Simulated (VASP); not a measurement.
Sc:

```
CELL_PARAMETERS angstrom
3.24282 0.00000 0.00000
-1.62141 2.80836 0.00000
0.00000 0.00000 5.27330
ATOMIC_POSITIONS crystal
Sc 0.66667 0.33333 0.75000
Sc 0.33333 0.66667 0.25000
```

Base run:

```yaml
Program: VASP 6.6.1
Functional: PBE
Potentials_or_basis: VASP PAW PBE potentials, release 64 (Sc_sv)
Cutoff: 520 eV
k_mesh: 8 × 8 × 4
Occupations: fermi-dirac, width 0.05 eV
Spin: no spin polarisation
```

Its results: band gap on the k mesh zero (band 11 reaches 4.67 eV, above the bottom of band 12 at 3.41 eV); pressure 1.6 GPa.

Task: The run is repeated on the same cell with these changes: functional from PBE to PBEsol; cutoff from 520 eV to 500 eV; further incar settings from ALGO = Fast; EDIFF = 1e-06; NBANDS = 18 to ALGO = Normal; EDIFF = 1e-06; NBANDS = 18. What comes out?

Result: Band gap on the k mesh zero (band 11 reaches 4.56 eV, above the bottom of band 12 at 3.31 eV); pressure -0.8 GPa.

Caveats: the PAW data sets were made with another functional, which shifts forces and pressure a little (some runs).
